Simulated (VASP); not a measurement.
A run of VASP 6.6.1:

Contents of INCAR:

```
SYSTEM = AlAs
ALGO = Normal ; EDIFF = 1E-6
ENCUT = 500 ; GGA = PE
GGA_COMPAT = .FALSE. ; ISIF = 2
ISMEAR = 0 ; LASPH = .TRUE.
LCHARG = .FALSE. ; LREAL = .FALSE.
LWAVE = .FALSE. ; NBANDS = 11
NELM = 120 ; PREC = Accurate
SIGMA = 0.01
```

Contents of KPOINTS:

```
k-points
0
G
  6 6 6
  0 0 0
```

POSCAR

```
AlAs
1.0
    0.0000000000      2.9039495517      2.9039495517
    2.9039495517      0.0000000000      2.9039495517
    2.9039495517      2.9039495517      0.0000000000
Al As
1 1
Direct
    0.0000000000      0.0000000000      0.0000000000
    0.2500000000      0.2500000000      0.2500000000
```

Potentials or basis: VASP PAW PBE potentials, release 64 (Al, As).

The run is started by

```sh
$ cat potpaw_PBE.64/Al/POTCAR potpaw_PBE.64/As/POTCAR > POTCAR
$ mpirun -np 1 vasp_std > vasp.out
```

Hardware: 1 thread of AMD EPYC 9R45 96-Core Processor (Zen 5), on a shared host.

Problem. Estimate the wall time of this run.

Solution. Wall time 5 s on 1 thread of AMD EPYC 9R45 96-Core Processor (Zen 5), with other jobs on the host, peak memory 0.13 GiB. Counts: scf iterations 12, k points 16.
